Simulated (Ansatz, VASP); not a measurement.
## InP: VASP beside Ansatz

Contents of INCAR:

```
SYSTEM = InP
PREC = Accurate
ENCUT = 500
EDIFF = 1E-6
ISMEAR = 0
SIGMA = 0.05
LREAL = .FALSE.
LASPH = .TRUE.
NELM = 120
ALGO = Normal
ISIF = 2
LWAVE = .FALSE.
LCHARG = .FALSE.
GGA = PS
NBANDS = 16
GGA_COMPAT = .FALSE.
```

The input KPOINTS:

```
regular mesh
0
G
  8 8 8
  0 0 0
```

Contents of POSCAR:

```
InP
1.0
    0.0000000000      2.7212890197      2.7212890197
    2.7212890197      0.0000000000      2.7212890197
    2.7212890197      2.7212890197      0.0000000000
In P
1 1
Direct
    0.0000000000      0.0000000000      0.0000000000
    0.5000000000      0.5000000000      0.5000000000
```

Input for Ansatz:

```yaml
crystal:
  lattice:
    - [0.0, 2.7212890197, 2.7212890197]
    - [2.7212890197, 0.0, 2.7212890197]
    - [2.7212890197, 2.7212890197, 0.0]
  atoms:
    - { symbol: In, position: [0.0, 0.0, 0.0] }
    - { symbol: P, position: [0.5, 0.5, 0.5] }
basis:
  ecutwfc: 420
  ecutrho_ratio: 4
kpoints:
  mp_grid: { grid: [8, 8, 8] }
hamiltonian:
  xc: pbesol
scf:
  occupations: { method: gaussian, width: 0.05 }
output:
  forces: true
  stress: true
  eigenvalues: true
```

Alike in both runs: task single point; functional PBEsol; k mesh 8 × 8 × 8; occupations gaussian, width 0.05 eV; no spin polarisation.

```csv
,VASP,Ansatz
version,VASP 6.6.1,Ansatz 0.2.0
potentials or method,"VASP PAW PBE potentials, release 64 (In_d, P), cutoff 500 eV","scalar-relativistic, plane waves, PAW"
valence electrons in the cell,18,18
```

VASP gave:

- gap on the k mesh at the Fermi level (eV): none
- pressure (GPa): 0.7

Q: What did Ansatz give for the same quantities?

A: gap on the k mesh at the Fermi level (eV): none; pressure (GPa): 0.6.

VASP's potentials were made for PBE, not for PBEsol. A gap of «none» marks a metal or a gap that the smearing closes.
